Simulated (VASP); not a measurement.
# Te2Mo in VASP: further runs

The runs below take Te2Mo through single point, relaxation of cell and atoms, with PBE.

Everything below comes from runs of VASP 6.6.1. Logs are shortened: lines on timing, memory, paths and dates and some standing lists are left out, and cuts for length are marked.

**1. The cell of the first run**

The cell holds a slab with vacuum, 3 atoms: a = 3.560 Å, b = 3.560 Å, c = 17.524 Å, α = 90.00°, β = 90.00°, γ = 120.00°.

**2. Single point, PBE**

Contents of INCAR:

```
SYSTEM = Te2Mo
  ALGO = Normal
  EDIFF = 1E-6
  ENCUT = 500
  GGA = PE
  GGA_COMPAT = .FALSE.
  ISIF = 2
  ISMEAR = 0
  LASPH = .TRUE.
  LCHARG = .TRUE.
  LELF = .TRUE.
  LREAL = .FALSE.
  LVHAR = .TRUE.
  LWAVE = .FALSE.
  NBANDS = 20
  NELM = 120
  PREC = Accurate
  SIGMA = 0.1
```

Contents of KPOINTS:

```
k-points
0
G
  6 6 1
  0 0 0
```

Contents of POSCAR:

```
Te2Mo
1.0
    3.5602328140      0.0000000000      0.0000000000
   -1.7801164070      3.0832520603      0.0000000000
    0.0000000000      0.0000000000     17.5240578200
Te Mo
2 1
Direct
    0.3333333300      0.6666666700      0.8978554500
    0.3333333300      0.6666666700      0.1021445500
    0.0000000000      0.0000000000      0.0000000000
```

Potentials or basis: VASP PAW PBE potentials, release 64 (Te, Mo_sv).

Launch:

```console
$ cat potpaw_PBE.64/Te/POTCAR potpaw_PBE.64/Mo_sv/POTCAR > POTCAR
$ mpirun -np 1 vasp_std > vasp.out
```

OUTCAR:

```text
SYSTEM = Te2Mo
   EDIFF = 1E-6
   ENCUT = 500
   GGA = PE
   ISIF = 2
   ISMEAR = 0
   LASPH = .TRUE.
   LREAL = .FALSE.
   NELM = 120
   PREC = Accurate

 ion  position               nearest neighbor table
   1  0.333  0.667  0.898-   3 2.73   3 2.73   3 2.73   2 3.58
   2  0.333  0.667  0.102-   3 2.73   3 2.73   3 2.73   1 3.58
   3  0.000  0.000  0.000-   1 2.73   2 2.73   1 2.73   2 2.73   1 2.73   2 2.73

  LATTYP: Found a hexagonal cell.
 ALAT       =     3.5602328140
 C/A-ratio  =     4.9221662558

  Lattice vectors:

 A1 = (   3.5602328140,   0.0000000000,   0.0000000000)
 A2 = (  -1.7801164070,   3.0832520603,   0.0000000000)
 A3 = (   0.0000000000,   0.0000000000,  17.5240578200)

Analysis of symmetry for initial positions (statically):
=====================================================================
 Subroutine PRICEL returns:
 Original cell was already a primitive cell.

 Routine SETGRP: Setting up the symmetry group for a
 hexagonal supercell.

 Subroutine GETGRP returns: Found 12 space group operations
 (whereof 12 operations were pure point group operations)
 out of a pool of 24 trial point group operations.

The static configuration has the point symmetry D_3h.

Analysis of symmetry for dynamics (positions and initial velocities):
=====================================================================
 Subroutine PRICEL returns:
 Original cell was already a primitive cell.

 Routine SETGRP: Setting up the symmetry group for a
 hexagonal supercell.

 Subroutine GETGRP returns: Found 12 space group operations
 (whereof 12 operations were pure point group operations)
 out of a pool of 24 trial point group operations.

The dynamic configuration has the point symmetry D_3h.

 Subroutine INISYM returns: Found 12 space group operations
 (whereof 12 operations are pure point group operations),
 and found     1 'primitive' translations

----------------------------------------------------------------------------------------

                                     Primitive cell

  volume of cell :     192.3633

  direct lattice vectors                    reciprocal lattice vectors
     3.560232814  0.000000000  0.000000000     0.280880508  0.162166437  0.000000000
    -1.780116407  3.083252060  0.000000000     0.000000000  0.324332873  0.000000000
     0.000000000  0.000000000 17.524057820     0.000000000  0.000000000  0.057064409

  length of vectors
     3.560232814  3.560232814 17.524057820     0.324332873  0.324332873  0.057064409

  position of ions in fractional coordinates (direct lattice)
     0.333333330  0.666666670  0.897855450
     0.333333330  0.666666670  0.102144550
     0.000000000  0.000000000  0.000000000

  ion indices of the primitive-cell ions
   primitive index   ion index
                 1           1
                 2           2
                 3           3

----------------------------------------------------------------------------------------

 KPOINTS: k-points

Automatic generation of k-mesh.
 Grid dimensions read from file:
 generate k-points for:    6    6    1

 Generating k-lattice:

  Cartesian coordinates                     Fractional coordinates (reciprocal lattice)
     0.046813418  0.027027739  0.000000000     0.166666667  0.000000000  0.000000000
     0.000000000  0.054055479  0.000000000     0.000000000  0.166666667  0.000000000
     0.000000000  0.000000000  0.057064409     0.000000000  0.000000000  1.000000000

  Length of vectors
     0.054055479  0.054055479  0.057064409

  Shift w.r.t. Gamma in fractional coordinates (k-lattice)
     0.000000000  0.000000000  0.000000000

 Subroutine IBZKPT returns following result:
 ===========================================

 Found      7 irreducible k-points:

 Following reciprocal coordinates:
            Coordinates               Weight
  0.000000  0.000000  0.000000      1.000000
  0.166667  0.000000  0.000000      6.000000
  0.333333  0.000000  0.000000      6.000000
  0.500000  0.000000  0.000000      3.000000
  0.166667  0.166667  0.000000      6.000000
  0.333333  0.166667  0.000000     12.000000
  0.333333  0.333333  0.000000      2.000000
   k-points           NKPTS =      7   k-points in BZ     NKDIM =      7   number of bands    NBANDS=     20
   number of dos      NEDOS =    301   number of ions     NIONS =      3
   total plane-waves  NPLWV = 100352
   dimension x,y,z NGX =    28 NGY =   28 NGZ =  128
   dimension x,y,z NGXF=    56 NGYF=   56 NGZF=  256
   ions per type =               2   1
   NGX,Y,Z   is equivalent  to a cutoff of  13.07, 13.07, 12.14 a.u.
   NGXF,Y,Z  is equivalent  to a cutoff of  26.15, 26.15, 24.29 a.u.
 SYSTEM =  Te2Mo
   PREC   = accura    normal or accurate (medium, high low for compatibility)
   ISTART =      0    job   : 0-new  1-cont  2-samecut
   ICHARG =      2    charge: 1-file 2-atom 10-const
   ISPIN  =      1    spin polarized calculation?
   LNONCOLLINEAR =      F non collinear calculations
   LSORBIT =      F    spin-orbit coupling
   LASPH  =      T    aspherical Exc in radial PAW
   ENCUT  =  500.0 eV  36.75 Ry    6.06 a.u.   6.49  6.49 31.95*2*pi/ulx,y,z
   NELM   =    120;   NELMIN=  2; NELMDL= -5     # of ELM steps
   EDIFF  = 0.1E-05   stopping-criterion for ELM
   LREAL  =      F    real-space projection
   EDIFFG = 0.1E-04   stopping-criterion for IOM
   NSW    =      0    number of steps for IOM
   IBRION =     -1    ionic relax: 0-MD 1-quasi-New 2-CG
   NFREE  =      0    steps in history (QN), initial steepest desc. (CG)
   ISIF   =      2    stress and relaxation
   ISYM   =      2    0-nonsym 1-usesym 2-fastsym
   POTIM  = 0.5000    time-step for ionic-motion
   TEBEG  =    0.0;   TEEND  =   0.0 temperature during run
   PSTRESS=    0.0 pullay stress
   NELECT =      26.0000    total number of electrons
   NUPDOWN=      -1.0000    fix difference up-down
   EMIN   =  10.00;   EMAX   =-10.00  energy-range for DOS
   EFERMI =   0.00;   METHOD = LEGACY
   ISMEAR =     0;   SIGMA  =   0.10  broadening in eV -4-tet -1-fermi 0-gaus
   EFERMI_NEDOS =   21; number of points for ismear=-14 and -15
   IALGO  =     38    algorithm
   IMIX   =      4    mixing-type and parameters
     AMIX     =   0.40;   BMIX     =  1.00
     AMIX_MAG =   1.60;   BMIX_MAG =  1.00
  volume/ion in A,a.u.               =      64.12       432.71
  Fermi-wavevector in a.u.,A,eV,Ry     =   0.840153  1.587660  9.603777  0.705858
  Thomas-Fermi vector in A             =   1.954489
   LORBIT       =      0    0 simple, 1 ext, 2 COOP (PROOUT), +10 PAW based schemes
   GGA     = PE    functional components
   LHFCALC =     F    Hartree Fock is set to
   AEXX    =    0.0000 exact exchange contribution
   IVDW    =     0    specifies the selected vdW correction
   LEPSILON=     F    determine dielectric tensor
   LRPA    =     F    only Hartree local field effects (RPA)
 non-spin polarized calculation
 Gauss-broadening in eV      SIGMA  =   0.10
  energy-cutoff  :      500.00
  volume of cell :      192.36
 maximum number of plane-waves:      4959
 NGX is ok and might be reduce to    28
   NGX = 13   NGY = 13   NGZ = 63

 number of electron      25.9999997 magnetization

 Free energy of the ion-electron system (eV)
  ---------------------------------------------------
  ext. energy  EPLUGINS =         0.00000000
  ---------------------------------------------------
  free energy    TOTEN  =       -18.01875634 eV

  energy without entropy =      -18.01875634  energy(sigma->0) =      -18.01875634

 E-fermi :   0.6749     XC(G=0):  -4.7380

 val. band max:        0.1012316165   @ k =   0.3333   0.3333   0.0000
 cond. band min:       1.1476443432   @ k =   0.3333   0.3333   0.0000
 fundamental gap:      1.0464127268
 Fermi energy:         0.6749299928

 k-point     1 :       0.0000    0.0000    0.0000
  band No.  band energies     occupation
      1     -60.5665      2.00000
      2     -34.7134      2.00000
      3     -34.6164      2.00000
      4     -34.6164      2.00000
      5     -12.4347      2.00000
      6     -11.4519      2.00000
[... 12 lines left out ...]
     19       4.7621      0.00000
     20       5.6323      0.00000

 k-point     2 :       0.1667    0.0000    0.0000
  band No.  band energies     occupation
      1     -60.5644      2.00000
      2     -34.7070      2.00000
      3     -34.6452      2.00000
      4     -34.6231      2.00000
      5     -12.0712      2.00000
      6     -11.2038      2.00000
[... 12 lines left out ...]
     19       5.2090      0.00000
     20       6.1372      0.00000

 k-point     3 :       0.3333    0.0000    0.0000
  band No.  band energies     occupation
      1     -60.5603      2.00000
      2     -34.7023      2.00000
      3     -34.6942      2.00000
      4     -34.6365      2.00000
      5     -11.1590      2.00000
      6     -10.5931      2.00000
[... 12 lines left out ...]
     19       5.9441      0.00000
     20       6.1918      0.00000

 k-point     4 :       0.5000    0.0000    0.0000
  band No.  band energies     occupation
      1     -60.5582      2.00000
      2     -34.7306      2.00000
      3     -34.6878      2.00000
      4     -34.6431      2.00000
      5     -10.5235      2.00000
      6     -10.1917      2.00000
[... 12 lines left out ...]
     19       6.0742      0.00000
     20       6.6775      0.00000

 k-point     5 :       0.1667    0.1667    0.0000
  band No.  band energies     occupation
      1     -60.5613      2.00000
      2     -34.6974      2.00000
      3     -34.6828      2.00000
      4     -34.6385      2.00000
      5     -11.4247      2.00000
      6     -10.7662      2.00000
[... 12 lines left out ...]
     19       6.0318      0.00000
     20       6.9408      0.00000

 k-point     6 :       0.3333    0.1667    0.0000
  band No.  band energies     occupation
      1     -60.5582      2.00000
      2     -34.7164      2.00000
      3     -34.6878      2.00000
      4     -34.6576      2.00000
      5     -10.5653      2.00000
      6     -10.2015      2.00000
[... 12 lines left out ...]
     19       6.9165      0.00000
     20       6.9251      0.00000

 k-point     7 :       0.3333    0.3333    0.0000
  band No.  band energies     occupation
      1     -60.5572      2.00000
      2     -34.7037      2.00000
      3     -34.6879      2.00000
      4     -34.6846      2.00000
      5     -10.2340      2.00000
      6      -9.9756      2.00000
[... 12 lines left out ...]
     19       5.3018      0.00000
     20       7.4701      0.00000

------------------------ aborting loop because EDIFF is reached ----------------------------------------

  FORCE on cell =-STRESS in cart. coord.  units (eV):
  Direction    XX          YY          ZZ          XY          YZ          ZX
  --------------------------------------------------------------------------------------
  -------------------------------------------------------------------------------------
  Total        0.1737884      0.1737884      0.8381391     -0.0000000      0.0000000     -0.0000000
  in kB        1.4474687      1.4474687      6.9807900     -0.0000000      0.0000000     -0.0000000
  external PRESSURE =       3.2919091 kB  Pullay stress =       0.0000000 kB

 VOLUME and BASIS-vectors are now :
 -----------------------------------------------------------------------------
  energy-cutoff  :      500.00
  volume of cell :      192.36
      direct lattice vectors                 reciprocal lattice vectors
     3.560232814  0.000000000  0.000000000     0.280880508  0.162166437  0.000000000
    -1.780116407  3.083252060  0.000000000     0.000000000  0.324332873  0.000000000
     0.000000000  0.000000000 17.524057820     0.000000000  0.000000000  0.057064409

 POSITION                                       TOTAL-FORCE (eV/Angst)
 -----------------------------------------------------------------------------------
     -0.00000      2.05550     15.73407         0.000000      0.000000     -0.236609
     -0.00000      2.05550      1.78999         0.000000     -0.000000      0.236609
      0.00000      0.00000      0.00000        -0.000000      0.000000      0.000000
 -----------------------------------------------------------------------------------
    total drift:                                0.000009     -0.000005     -0.000000

  FREE ENERGIE OF THE ION-ELECTRON SYSTEM (eV)
  ---------------------------------------------------
  free  energy   TOTEN  =       -18.0187563438 eV

  energy  without entropy=      -18.0187563438  energy(sigma->0) =      -18.01875634
```

Run time: 27 s. Hardware: 1 thread of Intel Xeon 6975P-C (Granite Rapids), shared host; peak memory 0.3 GiB.

What came out:

- Free energy: -18.0188 eV
- Largest force: 0.237 eV/Å
- Band gap on the k mesh: 1.05 eV

Forces on the atoms (eV/Å):
```
Te   0.000  0.000 -0.237
Te   0.000  0.000  0.237
Mo   0.000  0.000  0.000
```

Caveat: spin-orbit coupling is left out, which moves the levels of the heavy elements.

(Part 1 of 2 ends here.)
